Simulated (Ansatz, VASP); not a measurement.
## CdF2 in VASP and in Ansatz

```
CELL_PARAMETERS angstrom
0.00000 2.69400 2.69400
2.28990 0.00000 2.69400
2.28990 2.69400 0.00000
ATOMIC_POSITIONS crystal
Cd 0.00000 0.00000 0.00000
F 0.25000 0.25000 0.25000
F 0.75000 0.75000 0.75000
```

Change from the starting cell: strain -0.1500 x Voigt [1, 0, 0, 0, 0, 0], atoms carried along.

Alike in both runs: task single point; functional LDA; k mesh 8 × 8 × 8; occupations gaussian, width 0.05 eV; no spin polarisation.

|  | VASP | Ansatz |
| --- | --- | --- |
| version | VASP 6.6.1 | Ansatz 0.2.0 |
| potentials or method | VASP PAW LDA potentials, release 64 (Cd_sv_GW, F), cutoff 600 eV | scalar-relativistic, plane waves, PAW |
| valence electrons in the cell | 34 | 34 |

VASP gave:

* gap on the k mesh at the Fermi level (eV): 2.65
* least direct gap on the mesh (eV): 3.24
* pressure (GPa): 17.8
* traceless stress, the component that is largest in VASP (GPa): 16.24

Q: Estimate Ansatz's values.

A: gap on the k mesh at the Fermi level (eV): 2.65; least direct gap on the mesh (eV): 3.23; pressure (GPa): 18.2; traceless stress, the component that is largest in VASP (GPa): 16.25.

LDA's correlation is that of Perdew and Zunger in VASP and of Perdew and Wang (1992) in Ansatz.
